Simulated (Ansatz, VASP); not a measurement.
## Two plane-wave programs on ZrNbSe3

```xyz
5
Lattice="5.7018 0.0000 0.0000 -2.8509 4.9379 0.0000 0.0000 0.0000 5.6667" Properties=species:S:1:pos:R:3 pbc="T T T"
Zr    0.0000    0.0000    0.0000
Nb    0.0000    0.0000    2.8334
Se    2.8509    0.0000    0.0000
Se   -1.4254    2.4689    0.0000
Se    1.4254    2.4689    0.0000
```

Alike in both runs: functional PBE; k mesh 3 × 3 × 2; occupations gaussian, width 0.1 eV; collinear spin.

Ansatz relaxed the structure, and its values are those at the end. VASP's run is a single point on that final structure, the one shown.

|  | VASP | Ansatz |
| --- | --- | --- |
| version | VASP 6.6.1 | Ansatz 0.2.0 |
| potentials or method | VASP PAW PBE potentials, release 64 (Zr_sv, Nb_sv, Se), cutoff 520 eV | scalar-relativistic, plane waves, PAW |
| valence electrons in the cell | 43 | 73 |

|  | VASP | Ansatz | Ansatz less VASP |
| --- | --- | --- | --- |
| gap on the k mesh at the Fermi level (eV) | none | none | - |
| pressure (GPa) | 0.0 | 0.0 | -0.02 |
| net moment per atom (μB) | 0.85 | 0.85 | 0.000 |
| size of the moment on the site where the two differ most (μB) | 2.47 | 2.42 | -0.053 |

Site moments also hang on the region over which each program counts them. A gap of «none» marks a metal or a gap that the smearing closes. VASP's potentials hold 43 valence electrons a cell and Ansatz's 73, so a difference there can come from the potentials and not from the codes. Ansatz's warnings: no starting moments.

The k mesh is coarse, so the values compare programs but aren't converged.
